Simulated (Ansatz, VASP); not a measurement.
One calculation of Ba3Hf, two programs

The input INCAR:

```
SYSTEM = Ba3Hf
  PREC = Accurate
  ENCUT = 520
  EDIFF = 1E-6
  ISMEAR = 0
  SIGMA = 0.1
  LREAL = .FALSE.
  LASPH = .TRUE.
  NELM = 80
  ALGO = Fast
  ISIF = 2
  LWAVE = .FALSE.
  LCHARG = .FALSE.
  GGA = PE
  NBANDS = 50
```

KPOINTS

```
Automatic mesh
0
G
  3 3 4
  0 0 0
```

Contents of POSCAR:

```
Ba3Hf
1.0
    7.2862985403      0.0000000000      0.0000000000
   -3.6431492701      6.3101196354      0.0000000000
    0.0000000000      0.0000000000      5.8483787984
Ba Hf
6 2
Direct
    0.8330000000      0.6660000000      0.2500000000
    0.1670000000      0.8330000000      0.7500000000
    0.3340000000      0.1670000000      0.2500000000
    0.1670000000      0.3340000000      0.7500000000
    0.8330000000      0.1670000000      0.2500000000
    0.6660000000      0.8330000000      0.7500000000
    0.3333333333      0.6666666667      0.2500000000
    0.6666666667      0.3333333333      0.7500000000
```

Input for Ansatz:

```yaml
crystal:
  lattice:
    - [7.2862985403, 0.0, 0.0]
    - [-3.6431492701, 6.3101196354, 0.0]
    - [0.0, 0.0, 5.8483787984]
  atoms:
    - { symbol: Ba, position: [0.833, 0.666, 0.25] }
    - { symbol: Ba, position: [0.167, 0.833, 0.75] }
    - { symbol: Ba, position: [0.334, 0.167, 0.25] }
    - { symbol: Ba, position: [0.167, 0.334, 0.75] }
    - { symbol: Ba, position: [0.833, 0.167, 0.25] }
    - { symbol: Ba, position: [0.666, 0.833, 0.75] }
    - { symbol: Hf, position: [0.3333333333, 0.6666666667, 0.25] }
    - { symbol: Hf, position: [0.6666666667, 0.3333333333, 0.75] }
basis:
  ecutwfc: 420
kpoints:
  mp_grid: { grid: [3, 3, 4] }
hamiltonian:
  xc: pbe
scf:
  occupations: { method: gaussian, width: 0.1 }
  lower_state_search: "off"
output:
  forces: true
  stress: true
  eigenvalues: true
```

Alike in both runs: task single point; functional PBE; k mesh 3 × 3 × 4; occupations gaussian, width 0.1 eV; no spin polarisation.

|  | VASP | Ansatz |
| --- | --- | --- |
| version | VASP 6.6.1 | Ansatz 0.2.0 |
| potentials or method | VASP PAW PBE potentials, release 64 (Ba_sv, Hf_pv), cutoff 520 eV | scalar-relativistic, plane waves, PAW |
| valence electrons in the cell | 80 | 112 |

Ansatz gave:

- gap on the k mesh at the Fermi level (eV): none
- pressure (GPa): 6.1
- traceless stress, the component that is largest in VASP (GPa): -0.59
- rms of the force components (eV/Å): 0.169

Task: Which values does VASP return?

Result: gap on the k mesh at the Fermi level (eV): none; pressure (GPa): 7.1; traceless stress, the component that is largest in VASP (GPa): -0.43; rms of the force components (eV/Å): 0.197.

Atom by atom the forces differ by 0.028 eV/Å (rms over components). A gap of «none» marks a metal or a gap that the smearing closes. VASP's potentials hold 80 valence electrons a cell and Ansatz's 112, so a difference there can come from the potentials and not from the codes.

Neither program's run includes spin-orbit coupling.
